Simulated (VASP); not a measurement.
Set up this calculation in VASP 6.6.1, as the native input.

```
Task                   : single point
Functional             : PBEsol
Potentials or basis    : VASP PAW PBE potentials, release 64 (Mg)
Cutoff                 : 520 eV
k mesh                 : 12 × 12 × 7
Occupations            : fermi-dirac, width 0.08 eV
Spin                   : no spin polarisation
Dipole correction      : no
Further INCAR settings : ALGO = Normal; EDIFF = 1e-07; NBANDS = 9
```

The structure of Mg lies in POSCAR:

```
Mg
1.0
    3.2199336425      0.0000000000      0.0000000000
   -1.6099668212      2.7885443329      0.0000000000
    0.0000000000      0.0000000000      5.2276401936
Mg
2
Direct
    0.3333333333      0.6666666667      0.2500000000
    0.6666666667      0.3333333333      0.7500000000
```

The input as run:

INCAR

```
SYSTEM = Mg
  PREC = Accurate
  ENCUT = 520
  EDIFF = 1E-7
  ISMEAR = -1
  SIGMA = 0.08
  LREAL = .FALSE.
  LASPH = .TRUE.
  NELM = 60
  ALGO = Normal
  ISIF = 2
  LWAVE = .FALSE.
  LCHARG = .TRUE.
  GGA = PS
  LELF = .TRUE.
  LVHAR = .TRUE.
  NBANDS = 9
```

KPOINTS

```
Automatic mesh
0
G
  12 12 7
  0 0 0
```

Potentials or basis: VASP PAW PBE potentials, release 64 (Mg).

Launch:

```bash
$ cat potpaw_PBE.64/Mg/POTCAR > POTCAR
$ mpirun -np 1 vasp_std > vasp.out
```

It gave:

The pressure is -1.5 GPa. The band gap on the k mesh is zero (bands 2 and 3 overlap by 2.23 eV).

Caveat: the PAW data sets were made with another functional, which shifts forces and pressure a little.

Run time: 7.6 s on 1 thread of Intel(R) Xeon(R) 6975P-C (Granite Rapids), on a shared host, peak memory 0.17 GiB.
